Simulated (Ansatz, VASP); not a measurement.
Two plane-wave programs on NiO

File INCAR:

```
SYSTEM = NiO
PREC     = Accurate       ! precision mode
ENCUT    = 700            ! plane-wave cutoff, eV
EDIFF    = 1E-6           ! SCF threshold, eV
ISMEAR   = -1             ! smearing method
SIGMA    = 0.05           ! smearing width, eV
LREAL    = .False.        ! projectors in reciprocal space
LASPH    = .True.         ! aspherical terms in the spheres
NELM     = 200            ! most SCF steps
ALGO     = Normal         ! electronic algorithm
ISIF     = 2              ! what is computed and relaxed
LWAVE    = .False.        ! write WAVECAR
LCHARG   = .False.        ! write CHGCAR
ISPIN    = 2              ! spin polarisation
MAGMOM   = 1.5 0          ! initial moments
LORBIT   = 11             ! projections on sites
NUPDOWN  = 1.5            ! fixed moment
LMAXMIX  = 4              ! l up to which the mixer works
GGA      = PE             ! functional
NBANDS   = 23             ! bands
GGA_COMPAT= .False.
```

File KPOINTS:

```
Automatic mesh
0
Gamma
  9 9 9
  0 0 0
```

File POSCAR:

```
NiO
1.0
    2.5046153800      0.0000000000      0.0000000000
    0.0000000000      2.5046153800      0.0000000000
    0.0000000000      0.0000000000      2.5046153800
Ni O
1 1
Direct
    0.0000000000      0.0000000000      0.0000000000
    0.5000000000      0.5000000000      0.5000000000
```

File input.yaml:

```yaml
crystal:
  lattice:
    - [2.50461538, 0.0, 0.0]
    - [0.0, 2.50461538, 0.0]
    - [0.0, 0.0, 2.50461538]
  atoms:
    - { symbol: Ni, position: [0.0, 0.0, 0.0], spin: 1.5 }
    - { symbol: O, position: [0.5, 0.5, 0.5] }
hamiltonian:
  xc: pbe
  pseudopotentials: { kind: paw }
magnetization:
  spin_polarized: true
  initial_magnetization: 1.5
  spin_locking: { lock_magnetization: hard }
kpoints:
  mp_grid: { grid: [9, 9, 9] }
scf:
  occupations: { method: fermi_dirac, width: 0.05 }
  lower_state_search: "off"
output:
  forces: true
  stress: true
  eigenvalues: true
```

Alike in both runs: task single point; functional PBE; k mesh 9 × 9 × 9; occupations fermi-dirac, width 0.05 eV; collinear spin; fixed moment 1.5 μB.

|  | VASP | Ansatz |
| --- | --- | --- |
| version | VASP 6.6.1 | Ansatz 0.2.0 |
| potentials or method | VASP PAW PBE potentials, release 64 (Ni_sv_GW, O) | Ansatz PAW |
| plane-wave cutoff (eV) | 700 | 420 |
| valence electrons in the cell | 24 | 24 |

Ansatz gave:

```
net moment per atom (μB)                                      : 0.75
size of the moment on the site where the two differ most (μB) : 0.38
```

**Question.** Estimate VASP's values.

**Answer.** net moment per atom (μB): 0.75; size of the moment on the site where the two differ most (μB): 0.36.

Site moments also hang on the region over which each program counts them.
